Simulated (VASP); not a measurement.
HgTe:

```
Hg Te
1.0
     0.00000    3.22350    3.22350
     3.22350    0.00000    3.22350
     3.22350    3.22350    0.00000
Hg Te
1 1
Direct
  0.00000 0.00000 0.00000
  0.25000 0.25000 0.25000
```

Base run:

```yaml
Program: VASP 6.6.1
Functional: PBE
Potentials_or_basis: VASP PAW PBE potentials, release 64 (Hg, Te)
Cutoff: 500 eV
k_mesh: 6 × 6 × 6
Occupations: tetrahedron
Spin: no spin polarisation
```

Its results: band gap on the k mesh zero (filled and empty bands touch); pressure 4.2 GPa.

Task: The run is repeated on the same cell with these changes: functional from PBE to revPBE; cutoff from 500 eV to 520 eV; occupations from tetrahedron to gaussian, width 0.05 eV. What comes out?

Result: Band gap on the k mesh zero (filled and empty bands touch); pressure 5.4 GPa.

Caveats: spin-orbit coupling is left out, which moves the levels of the heavy elements; the PAW data sets were made with another functional, which shifts forces and pressure a little (some runs).
